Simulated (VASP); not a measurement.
# MgSe (a.bB) (Fm-3m) in VASP: a series of runs

MgSe (a.bB) is run at these levels: PBEsol; tasks: single point.

Program: VASP 6.6.1. These are calculated values, not measurements. Logs are shortened: lines on timing, memory, paths and dates and some standing lists are left out, and cuts for length are marked.

## 1. The cell of the first run

It takes space group Fm-3m (No. 225, cubic). Conventional cell: a = 5.450 Å, b = 5.450 Å, c = 5.450 Å, α = 90.00°, β = 90.00°, γ = 90.00°. Mg (site symmetry m-3m) has 6 Se at 2.73 Å within 3.6 Å. Within 3.6 Å of Se (site symmetry m-3m) lie 6 Mg at 2.73 Å.

## 2. Single point, PBEsol

The input, INCAR:

```
ALGO = Normal
EDIFF = 1E-6
ENCUT = 600
GGA = PS
GGA_COMPAT = False
ISIF = 2
ISMEAR = 0
LASPH = True
LCHARG = False
LREAL = False
LWAVE = False
NBANDS = 11
NELM = 120
PREC = Accurate
SIGMA = 0.1
```

The input, KPOINTS:

```
k-points
0
Gamma
  6 6 6
```

The input, POSCAR:

```
MgSe
1.0
    0.0000000000      2.7250000000      2.7250000000
    2.7250000000      0.0000000000      2.7250000000
    2.7250000000      2.7250000000      0.0000000000
Mg Se
1 1
Direct
    0.0000000000      0.0000000000      0.0000000000
    0.5000000000      0.5000000000      0.5000000000
```

Potentials or basis: VASP PAW PBE potentials, release 64 (Mg, Se).

On the command line:

```sh
$ cat potpaw_PBE.64/Mg/POTCAR potpaw_PBE.64/Se/POTCAR > POTCAR
$ mpirun -np 1 vasp_std > vasp.out
```

OUTCAR:

```text
EDIFF = 1E-6
   ENCUT = 600
   GGA = PS
   ISIF = 2
   ISMEAR = 0
   LASPH = True
   LREAL = False
   NELM = 120
   PREC = Accurate

 ion  position               nearest neighbor table
   1  0.000  0.000  0.000-   2 2.73   2 2.73   2 2.73   2 2.73   2 2.73   2 2.73
   2  0.500  0.500  0.500-   1 2.73   1 2.73   1 2.73   1 2.73   1 2.73   1 2.73

  LATTYP: Found a face centered cubic cell.
 ALAT       =     5.4500000000

  Lattice vectors:

 A1 = (   0.0000000000,   2.7250000000,   2.7250000000)
 A2 = (   2.7250000000,   0.0000000000,   2.7250000000)
 A3 = (   2.7250000000,   2.7250000000,   0.0000000000)

Analysis of symmetry for initial positions (statically):
=====================================================================
 Subroutine PRICEL returns:
 Original cell was already a primitive cell.

 Routine SETGRP: Setting up the symmetry group for a
 face centered cubic supercell.

 Subroutine GETGRP returns: Found 48 space group operations
 (whereof 48 operations were pure point group operations)
 out of a pool of 48 trial point group operations.

The static configuration has the point symmetry O_h .

Analysis of symmetry for dynamics (positions and initial velocities):
=====================================================================
 Subroutine PRICEL returns:
 Original cell was already a primitive cell.

 Routine SETGRP: Setting up the symmetry group for a
 face centered cubic supercell.

 Subroutine GETGRP returns: Found 48 space group operations
 (whereof 48 operations were pure point group operations)
 out of a pool of 48 trial point group operations.

The dynamic configuration has the point symmetry O_h .

 Subroutine INISYM returns: Found 48 space group operations
 (whereof 48 operations are pure point group operations),
 and found     1 'primitive' translations

----------------------------------------------------------------------------------------

                                     Primitive cell

  volume of cell :      40.4697

  direct lattice vectors                    reciprocal lattice vectors
     0.000000000  2.725000000  2.725000000    -0.183486239  0.183486239  0.183486239
     2.725000000  0.000000000  2.725000000     0.183486239 -0.183486239  0.183486239
     2.725000000  2.725000000  0.000000000     0.183486239  0.183486239 -0.183486239

  length of vectors
     3.853731957  3.853731957  3.853731957     0.317807488  0.317807488  0.317807488

  position of ions in fractional coordinates (direct lattice)
     0.000000000  0.000000000  0.000000000
     0.500000000  0.500000000  0.500000000

  ion indices of the primitive-cell ions
   primitive index   ion index
                 1           1
                 2           2

----------------------------------------------------------------------------------------

 KPOINTS: k-points

Automatic generation of k-mesh.
 Grid dimensions read from file:
 generate k-points for:    6    6    6

 Generating k-lattice:

  Cartesian coordinates                     Fractional coordinates (reciprocal lattice)
    -0.030581040  0.030581040  0.030581040     0.166666667  0.000000000  0.000000000
     0.030581040 -0.030581040  0.030581040     0.000000000  0.166666667  0.000000000
     0.030581040  0.030581040 -0.030581040     0.000000000  0.000000000  0.166666667

  Length of vectors
     0.052967915  0.052967915  0.052967915

  Shift w.r.t. Gamma in fractional coordinates (k-lattice)
     0.000000000  0.000000000  0.000000000

 Subroutine IBZKPT returns following result:
 ===========================================

 Found     16 irreducible k-points:

 Following reciprocal coordinates:
            Coordinates               Weight
  0.000000  0.000000  0.000000      1.000000
  0.166667  0.000000  0.000000      8.000000
  0.333333  0.000000  0.000000      8.000000
  0.500000  0.000000  0.000000      4.000000
  0.166667  0.166667  0.000000      6.000000
  0.333333  0.166667  0.000000     24.000000
[... 8 lines left out ...]
 -0.333333  0.333333  0.166667     24.000000
 -0.333333  0.500000  0.166667     12.000000
   k-points           NKPTS =     16   k-points in BZ     NKDIM =     16   number of bands    NBANDS=     11
   number of dos      NEDOS =    301   number of ions     NIONS =      2
   total plane-waves  NPLWV =  32768
   dimension x,y,z NGX =    32 NGY =   32 NGZ =   32
   dimension x,y,z NGXF=    64 NGYF=   64 NGZF=   64
   ions per type =               1   1
   NGX,Y,Z   is equivalent  to a cutoff of  13.80, 13.80, 13.80 a.u.
   NGXF,Y,Z  is equivalent  to a cutoff of  27.61, 27.61, 27.61 a.u.
 SYSTEM =  unknown system
   PREC   = accura    normal or accurate (medium, high low for compatibility)
   ISTART =      0    job   : 0-new  1-cont  2-samecut
   ICHARG =      2    charge: 1-file 2-atom 10-const
   ISPIN  =      1    spin polarized calculation?
   LNONCOLLINEAR =      F non collinear calculations
   LSORBIT =      F    spin-orbit coupling
   LASPH  =      T    aspherical Exc in radial PAW
   ENCUT  =  600.0 eV  44.10 Ry    6.64 a.u.   7.70  7.70  7.70*2*pi/ulx,y,z
   NELM   =    120;   NELMIN=  2; NELMDL= -5     # of ELM steps
   EDIFF  = 0.1E-05   stopping-criterion for ELM
   LREAL  =      F    real-space projection
   EDIFFG = 0.1E-04   stopping-criterion for IOM
   NSW    =      0    number of steps for IOM
   IBRION =     -1    ionic relax: 0-MD 1-quasi-New 2-CG
   NFREE  =      0    steps in history (QN), initial steepest desc. (CG)
   ISIF   =      2    stress and relaxation
   ISYM   =      2    0-nonsym 1-usesym 2-fastsym
   POTIM  = 0.5000    time-step for ionic-motion
   TEBEG  =    0.0;   TEEND  =   0.0 temperature during run
   PSTRESS=    0.0 pullay stress
   NELECT =       8.0000    total number of electrons
   NUPDOWN=      -1.0000    fix difference up-down
   EMIN   =  10.00;   EMAX   =-10.00  energy-range for DOS
   EFERMI =   0.00;   METHOD = LEGACY
   ISMEAR =     0;   SIGMA  =   0.10  broadening in eV -4-tet -1-fermi 0-gaus
   EFERMI_NEDOS =   21; number of points for ismear=-14 and -15
   IALGO  =     38    algorithm
   IMIX   =      4    mixing-type and parameters
     AMIX     =   0.40;   BMIX     =  1.00
     AMIX_MAG =   1.60;   BMIX_MAG =  1.00
  volume/ion in A,a.u.               =      20.23       136.55
  Fermi-wavevector in a.u.,A,eV,Ry     =   0.953663  1.802162 12.374136  0.909473
  Thomas-Fermi vector in A             =   2.082339
   LORBIT       =      0    0 simple, 1 ext, 2 COOP (PROOUT), +10 PAW based schemes
   GGA     = PS    functional components
   LHFCALC =     F    Hartree Fock is set to
   AEXX    =    0.0000 exact exchange contribution
   IVDW    =     0    specifies the selected vdW correction
   LEPSILON=     F    determine dielectric tensor
   LRPA    =     F    only Hartree local field effects (RPA)
 non-spin polarized calculation
 Gauss-broadening in eV      SIGMA  =   0.10
  energy-cutoff  :      600.00
  volume of cell :       40.47
 maximum number of plane-waves:      1363
   NGX = 15   NGY = 15   NGZ = 15

 number of electron       8.0000000 magnetization

 Free energy of the ion-electron system (eV)
  ---------------------------------------------------
  ext. energy  EPLUGINS =         0.00000000
  ---------------------------------------------------
  free energy    TOTEN  =        -8.10088044 eV

  energy without entropy =       -8.10088044  energy(sigma->0) =       -8.10088044

 E-fermi :   3.6526     XC(G=0):  -9.6212

 val. band max:        3.1522030859   @ k =   0.0000   0.0000   0.0000
 cond. band min:       4.9112325603   @ k =   0.5000   0.5000   0.0000
 fundamental gap:      1.7590294743
 Fermi energy:         3.6526343625

 k-point     1 :       0.0000    0.0000    0.0000
  band No.  band energies     occupation
      1      -9.8221      2.00000
      2       3.1522      2.00000
      3       3.1522      2.00000
      4       3.1522      2.00000
      5       5.6541      0.00000
      6      10.4814      0.00000
      7      10.4814      0.00000
      8      10.4814      0.00000
      9      13.0913      0.00000
     10      13.0913      0.00000
     11      13.9425      0.00000

 k-point     2 :       0.1667    0.0000    0.0000
  band No.  band energies     occupation
      1      -9.5889      2.00000
      2       1.2943      2.00000
      3       2.9809      2.00000
      4       2.9809      2.00000
      5       6.9601      0.00000
      6      10.1980      0.00000
      7      10.6721      0.00000
      8      10.6721      0.00000
      9      11.9919      0.00000
     10      11.9919      0.00000
     11      13.5829      0.00000

 k-point     3 :       0.3333    0.0000    0.0000
  band No.  band energies     occupation
      1      -9.0350      2.00000
      2      -0.9093      2.00000
      3       2.6884      2.00000
      4       2.6884      2.00000
      5       7.0499      0.00000
      6       9.6408      0.00000
      7       9.6408      0.00000
      8      11.7139      0.00000
      9      12.9693      0.00000
     10      13.8762      0.00000
     11      13.8762      0.00000

 k-point     4 :       0.5000    0.0000    0.0000
  band No.  band energies     occupation
      1      -8.6910      2.00000
      2      -1.8476      2.00000
      3       2.5610      2.00000
      4       2.5610      2.00000
      5       6.8563      0.00000
      6       9.1911      0.00000
      7       9.1911      0.00000
      8      11.7478      0.00000
      9      14.4716      0.00000
     10      16.9373      0.00000
     11      16.9373      0.00000
[... 127 lines left out ...]
 k-point    14 :       0.5000    0.3333    0.1667
  band No.  band energies     occupation
      1      -8.6599      2.00000
      2      -0.7360      2.00000
      3       0.8279      2.00000
      4       1.8197      2.00000
      5       7.5218      0.00000
      6       9.2463      0.00000
      7       9.5877      0.00000
      8      12.3093      0.00000
      9      13.9440      0.00000
     10      16.4176      0.00000
     11      17.3849      0.00000

 k-point    15 :      -0.3333    0.3333    0.1667
  band No.  band energies     occupation
      1      -8.4273      2.00000
      2      -0.9453      2.00000
      3       0.3011      2.00000
      4       1.4303      2.00000
      5       7.6744      0.00000
      6       9.0506      0.00000
      7      11.3864      0.00000
      8      11.4090      0.00000
      9      14.0986      0.00000
     10      15.6558      0.00000
     11      18.2669      0.00000

 k-point    16 :      -0.3333    0.5000    0.1667
  band No.  band energies     occupation
      1      -8.3386      2.00000
      2      -0.7314      2.00000
      3       0.4331      2.00000
      4       0.7284      2.00000
      5       6.7064      0.00000
      6       8.8483      0.00000
      7      11.2948      0.00000
      8      12.5478      0.00000
      9      15.6777      0.00000
     10      16.9557      0.00000
     11      17.7254      0.00000

------------------------ aborting loop because EDIFF is reached ----------------------------------------

  FORCE on cell =-STRESS in cart. coord.  units (eV):
  Direction    XX          YY          ZZ          XY          YZ          ZX
  --------------------------------------------------------------------------------------
  -------------------------------------------------------------------------------------
  Total       -0.0077450     -0.0077450     -0.0077450      0.0000000      0.0000000     -0.0000000
  in kB       -0.3066208     -0.3066208     -0.3066208      0.0000000      0.0000000     -0.0000000
  external PRESSURE =      -0.3066208 kB  Pullay stress =       0.0000000 kB

 VOLUME and BASIS-vectors are now :
 -----------------------------------------------------------------------------
  energy-cutoff  :      600.00
  volume of cell :       40.47
      direct lattice vectors                 reciprocal lattice vectors
     0.000000000  2.725000000  2.725000000    -0.183486239  0.183486239  0.183486239
     2.725000000  0.000000000  2.725000000     0.183486239 -0.183486239  0.183486239
     2.725000000  2.725000000  0.000000000     0.183486239  0.183486239 -0.183486239

 POSITION                                       TOTAL-FORCE (eV/Angst)
 -----------------------------------------------------------------------------------
      0.00000      0.00000      0.00000        -0.000000      0.000000     -0.000000
      2.72500      2.72500      2.72500         0.000000     -0.000000      0.000000
 -----------------------------------------------------------------------------------
    total drift:                               -0.000000     -0.000000      0.000000

  FREE ENERGIE OF THE ION-ELECTRON SYSTEM (eV)
  ---------------------------------------------------
  free  energy   TOTEN  =        -8.1008804411 eV

  energy  without entropy=       -8.1008804411  energy(sigma->0) =       -8.10088044
```

Run time: 4.3 s. Hardware: 1 thread of Intel Xeon 6975P-C (Granite Rapids), shared host; peak memory 0.17 GiB.

Results:

```
Free energy            : -8.1009 eV
Pressure               : 0.0 GPa
Band gap on the k mesh : 1.76 eV, indirect (least direct gap 2.50 eV)
```

Levels at points of the mesh, in eV from the valence-band top:
```tsv
k point	band 2	band 3	band 4	band 5	band 6	band 7
(0.00, 0.00, 0.00)	0.00	0.00	0.00	2.50	7.33	7.33
(0.50, 0.00, 0.00)	-5.00	-0.59	-0.59	3.70	6.04	6.04
(0.50, 0.50, 0.00)	-4.32	-1.81	-1.81	1.76	3.83	11.64
```

Caveat: the PAW data sets were made with another functional, which shifts forces and pressure a little. A k mesh can miss the band edges.

## 3. Single point, PBEsol

The input, INCAR:

```
SYSTEM = MgSe
  PREC = Accurate
  ENCUT = 600
  EDIFF = 1E-6
  ISMEAR = 0
  SIGMA = 0.02
  LREAL = .False.
  LASPH = .True.
  NELM = 120
  ALGO = Normal
  ISIF = 2
  LWAVE = .False.
  LCHARG = .False.
  GGA = PS
  NBANDS = 11
  GGA_COMPAT = .False.
```

The input, KPOINTS:

```
Automatic mesh
0
Gamma
  8 8 8
  0 0 0
```

The input, POSCAR:

```
MgSe
1.0
    0.0000000000      2.7246416506      2.7246416506
    2.7246416506      0.0000000000      2.7246416506
    2.7246416506      2.7246416506      0.0000000000
Mg Se
1 1
Direct
    0.0000000000      0.0000000000      0.0000000000
    0.5000000000      0.5000000000      0.5000000000
```

Potentials or basis: VASP PAW PBE potentials, release 64 (Mg, Se).

On the command line:

```sh
$ cat potpaw_PBE.64/Mg/POTCAR potpaw_PBE.64/Se/POTCAR > POTCAR
$ mpirun -np 1 vasp_std > vasp.out
```

Wall time 6.1 s (1 thread of Intel Xeon 6975P-C (Granite Rapids), shared host); peak memory 0.17 GiB.

The run converged. Its results:

| Item | Value |
| --- | --- |
| Free energy | -8.1062 eV |
| Pressure | 0.0 GPa |
| Band gap on the k mesh | 1.76 eV, indirect (least direct gap 2.51 eV) |

Levels at points of the mesh, in eV from the valence-band top:
```
           k point  band 1  band 2  band 3  band 4  band 5  band 6  band 7  band 8  band 9
(0.00, 0.00, 0.00)  -12.98    0.00    0.00    0.00    2.51    7.33    7.33    7.33    9.94
(0.50, 0.00, 0.00)  -11.85   -5.00   -0.59   -0.59    3.71    6.04    6.04    8.60   11.32
(0.50, 0.50, 0.00)  -11.52   -4.32   -1.81   -1.81    1.76    3.84   11.65   12.12   12.12
```

Caveat: the PAW data sets were made with another functional, which shifts forces and pressure a little. A k mesh can miss the band edges.

## 4. Single point, PBEsol

The input, INCAR:

```
PREC     = Accurate       # precision mode
ENCUT    = 600            # plane-wave cutoff, eV
EDIFF    = 1E-6           # SCF threshold, eV
ISMEAR   = 0              # smearing method
SIGMA    = 0.02           # smearing width, eV
LREAL    = F              # projectors in reciprocal space
LASPH    = T              # aspherical terms in the spheres
NELM     = 120            # most SCF steps
ALGO     = Normal         # electronic algorithm
ISIF     = 2              # what is computed and relaxed
LWAVE    = F              # write WAVECAR
LCHARG   = F              # write CHGCAR
GGA      = PS             # functional
NBANDS   = 11             # bands
GGA_COMPAT= F
```

The input, KPOINTS:

```
Automatic mesh
0
Gamma
  8 8 8
```

POSCAR is that of step 3.

On the command line:

```sh
$ cat potpaw_PBE.64/Mg/POTCAR potpaw_PBE.64/Se/POTCAR > POTCAR
$ mpirun -np 1 vasp_std > vasp.out
```

Run time: 5.9 s. Hardware: 1 thread of Intel Xeon 6975P-C (Granite Rapids), shared host; peak memory 0.17 GiB.

The run converged. Its results:

```
Free energy            : -8.1062 eV
Pressure               : 0.0 GPa
Band gap on the k mesh : 1.76 eV, indirect (least direct gap 2.51 eV)
```

Levels at points of the mesh, in eV from the valence-band top:
```csv
k point,band 2,band 3,band 4,band 5,band 6,band 7
"(0.00, 0.00, 0.00)",0.00,0.00,0.00,2.51,7.33,7.33
"(0.50, 0.00, 0.00)",-5.00,-0.59,-0.59,3.71,6.04,6.04
"(0.50, 0.50, 0.00)",-4.32,-1.81,-1.81,1.76,3.84,11.65
```

Caveat: the PAW data sets were made with another functional, which shifts forces and pressure a little. As with any semilocal functional, this PBEsol gap is likely too small.
